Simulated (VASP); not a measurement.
Set up this calculation in VASP 6.6.1, as the native input.

```
Task                   : single point
Functional             : r2SCAN
Potentials or basis    : VASP PAW PBE potentials, release 64 (Mg, B)
Cutoff                 : 520 eV
k mesh                 : 10 × 10 × 8
Occupations            : fermi-dirac, width 0.05 eV
Spin                   : no spin polarisation
Dipole correction      : no
Further INCAR settings : ALGO = Normal; EDIFF = 1e-06; NBANDS = 11
```

The system is MgB2.

```
Mg B
1.0
     3.04331    0.00000    0.00000
    -1.52165    2.63558    0.00000
     0.00000    0.00000    3.47539
Mg B
1 2
Direct
  0.00000 0.00000 0.00000
  0.66667 0.33333 0.50000
  0.33333 0.66667 0.50000
```

These files were run (other wordings do the same):

POSCAR

```
MgB2
1.0
    3.0433056997      0.0000000000      0.0000000000
   -1.5216528499      2.6355800475      0.0000000000
    0.0000000000      0.0000000000      3.4753860551
Mg B
1 2
Direct
    0.0000000000      0.0000000000      0.0000000000
    0.6666666667      0.3333333333      0.5000000000
    0.3333333333      0.6666666667      0.5000000000
```

INCAR.step1

```
SYSTEM = MgB2
PREC = Accurate
ENCUT = 520
ISMEAR = -1
SIGMA = 0.05
LREAL = .FALSE.
LASPH = .TRUE.
NELM = 100
NBANDS = 11
GGA = PE
ALGO = Normal
EDIFF = 1E-4
LWAVE = .TRUE.
LCHARG = .FALSE.
```

INCAR.step2

```
SYSTEM = MgB2
PREC = Accurate
ENCUT = 520
EDIFF = 1E-6
ISMEAR = -1
SIGMA = 0.05
LREAL = .FALSE.
LASPH = .TRUE.
NELM = 100
ALGO = Normal
ISIF = 2
LWAVE = .FALSE.
LCHARG = .FALSE.
METAGGA = R2SCAN
LMIXTAU = .TRUE.
NBANDS = 11
ISTART = 1
```

KPOINTS

```
regular mesh
0
G
  10 10 8
  0 0 0
```

Potentials or basis: VASP PAW PBE potentials, release 64 (Mg, B).

Command:

```sh
$ cat potpaw_PBE.64/Mg/POTCAR potpaw_PBE.64/B/POTCAR > POTCAR
$ cp INCAR.step1 INCAR
$ mpirun -np 1 vasp_std > vasp.out
$ cp INCAR.step2 INCAR
$ mpirun -np 1 vasp_std > vasp.out
```

Results of the run:

```yaml
Pressure: 4.1 GPa
Band_gap_on_the_k_mesh: zero (band 4 reaches 6.76 eV, above the bottom of band 5 at 4.14 eV)
```

Caveat: the PAW data sets were made with another functional, which shifts forces and pressure a little.

Wall time 46 s on 1 thread of Intel(R) Xeon(R) Platinum 8488C (Sapphire Rapids), on a shared host, peak memory 0.16 GiB.
